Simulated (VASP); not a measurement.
Wanted: the native input for a VASP 6.6.1 run.

```yaml
Task: relaxation of cell and atoms
Functional: LDA
Potentials_or_basis: VASP PAW LDA potentials, release 64 (Y_sv, Tl_d)
Cutoff: 500 eV
k_mesh: 5 × 5 × 5
Occupations: gaussian, width 0.05 eV
Spin: no spin polarisation
Dipole_correction: no
Further_INCAR_settings: ALGO = Normal; EDIFF = 1e-07; IBRION = 2; EDIFFG = -0.01; NSW = 80; ISIF = 3
```

The structure of YTl lies in POSCAR:

```
YTl
1.0
    0.0000000000      3.2600000000      3.2600000000
    3.2600000000      0.0000000000      3.2600000000
    3.2600000000      3.2600000000      0.0000000000
Y Tl
1 1
Direct
    0.0000000000      0.0000000000      0.0000000000
    0.2500000000      0.2500000000      0.2500000000
```

The input as run:

INCAR

```
SYSTEM = YTl
PREC     = Accurate       ! precision mode
ENCUT    = 500            ! plane-wave cutoff, eV
EDIFF    = 1E-7           ! SCF threshold, eV
ISMEAR   = 0              ! smearing method
SIGMA    = 0.05           ! smearing width, eV
LREAL    = .False.        ! projectors in reciprocal space
LASPH    = .True.         ! aspherical terms in the spheres
NELM     = 120            ! most SCF steps
ALGO     = Normal         ! electronic algorithm
ISIF     = 3              ! what is computed and relaxed
LWAVE    = .False.        ! write WAVECAR
LCHARG   = .False.        ! write CHGCAR
GGA      = CA             ! functional
IBRION   = 2              ! ionic algorithm
NSW      = 80             ! ionic steps
EDIFFG   = -0.01          ! ionic threshold
GGA_COMPAT= .False.      
NELMIN   = 4
```

KPOINTS

```
regular mesh
0
Gamma
  5 5 5
  0 0 0
```

Potentials or basis: VASP PAW LDA potentials, release 64 (Y_sv, Tl_d).

Launch:

```console
$ cat potpaw_LDA.64/Y_sv/POTCAR potpaw_LDA.64/Tl_d/POTCAR > POTCAR
$ mpirun -np 1 vasp_std > vasp.out
```

It gave:

* Relaxed volume: 38.59 Å³/atom
* Relaxed cell: a = 4.779 Å, b = 4.779 Å, c = 4.779 Å, α = 60.00°, β = 60.00°, γ = 60.00°
* Space group after relaxing (to 0.1 Å): F-43m (No. 216)
* Energy gained by relaxing: 51.6 meV/atom
* Ionic steps: 3
* Pressure after relaxing: 0.0 GPa
* Band gap on the k mesh: zero (bands 12 and 13 overlap by 0.89 eV)

Caveat: spin-orbit coupling is left out, which moves the levels of the heavy elements.

Wall time 22 s on 1 thread of Intel(R) Xeon(R) 6975P-C (Granite Rapids), on a shared host, peak memory 0.18 GiB.
